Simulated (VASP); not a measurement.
Input of a VASP 6.6.1 run:

File POSCAR:

```
TiO
1.0
    0.0000000000      2.3051679792      2.3051679792
    2.3051679792      0.0000000000      2.3051679792
    2.3051679792      2.3051679792      0.0000000000
Ti O
1 1
Direct
    0.0000000000      0.0000000000      0.0000000000
    0.2500000000      0.2500000000      0.2500000000
```

Contents of INCAR.step1:

```
SYSTEM = TiO
PREC = Accurate ; ENCUT = 520
ISMEAR = 0 ; SIGMA = 0.1
LREAL = .False. ; LASPH = .True.
NELM = 60 ; NBANDS = 16
GGA = PE ; ALGO = Normal
EDIFF = 1E-4 ; LWAVE = .True.
LCHARG = .False.
```

File INCAR.step2:

```
SYSTEM = TiO
PREC = Accurate ; ENCUT = 520
EDIFF = 1E-6 ; ISMEAR = 0
SIGMA = 0.1 ; LREAL = .False.
LASPH = .True. ; NELM = 60
ALGO = Normal ; ISIF = 2
LWAVE = .False. ; LCHARG = .True.
METAGGA = R2SCAN ; LMIXTAU = .True.
LELF = .True. ; LVHAR = .True.
NBANDS = 16 ; ISTART = 1
```

Contents of KPOINTS:

```
regular mesh
0
Gamma
  16 16 16
  0 0 0
```

Potentials or basis: VASP PAW PBE potentials, release 64 (Ti_sv, O).

The run is started by

```bash
$ cat potpaw_PBE.64/Ti_sv/POTCAR potpaw_PBE.64/O/POTCAR > POTCAR
$ cp INCAR.step1 INCAR
$ mpirun -np 1 vasp_std > vasp.out
$ cp INCAR.step2 INCAR
$ mpirun -np 1 vasp_std > vasp.out
```

(1) What does it give for the band gap on the k mesh?

(2) What does it give for the pressure?

Results:

(1) zero (bands 9 and 10 overlap by 0.59 eV).

(2) 1.0 GPa.

Caveat: the PAW data sets were made with another functional, which shifts forces and pressure a little; semilocal functionals often make such compounds metallic where correlation or magnetic order opens a gap, which also shifts bond lengths.
